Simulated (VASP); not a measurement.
Here is a VASP 6.6.1 calculation.

The input INCAR:

```
SYSTEM = Ga4TeAs
PREC = Accurate ; ENCUT = 520
EDIFF = 1E-6 ; ISMEAR = 0
SIGMA = 0.1 ; LREAL = .FALSE.
LASPH = .TRUE. ; NELM = 60
ALGO = Fast ; ISIF = 2
LWAVE = .FALSE. ; LCHARG = .TRUE.
GGA = PE ; LELF = .TRUE.
LVHAR = .TRUE. ; NBANDS = 40
```

Contents of KPOINTS:

```
Automatic mesh
0
G
  8 8 6
  0 0 0
```

File POSCAR:

```
Ga4TeAs
1.0
    4.9722143383      0.0000000000      0.0000000000
    0.0000000000      4.9722143383      0.0000000000
    0.0000000000      0.0000000000      7.8952980290
Ga Te As
4 1 1
Direct
    0.5000000000      0.0000000000      0.0000000000
    0.0000000000      0.5000000000      0.0000000000
    0.0000000000      0.0000000000      0.3433342959
    0.0000000000      0.0000000000      0.6566657041
    0.5000000000      0.5000000000      0.5000000000
    0.0000000000      0.0000000000      0.0000000000
```

Potentials or basis: VASP PAW PBE potentials, release 64 (Ga_d, Te, As).

The run is started by

```bash
$ cat potpaw_PBE.64/Ga_d/POTCAR potpaw_PBE.64/Te/POTCAR potpaw_PBE.64/As/POTCAR > POTCAR
$ mpirun -np 1 vasp_std > vasp.out
```

Problem. Estimate the pressure.

Solution. 0.1 GPa.

Problem. Predict the band gap on the k mesh.

Solution. Zero (an odd number of electrons rules out a gap without spin polarisation).

Caveat: spin-orbit coupling is left out, which moves the levels of the heavy elements.
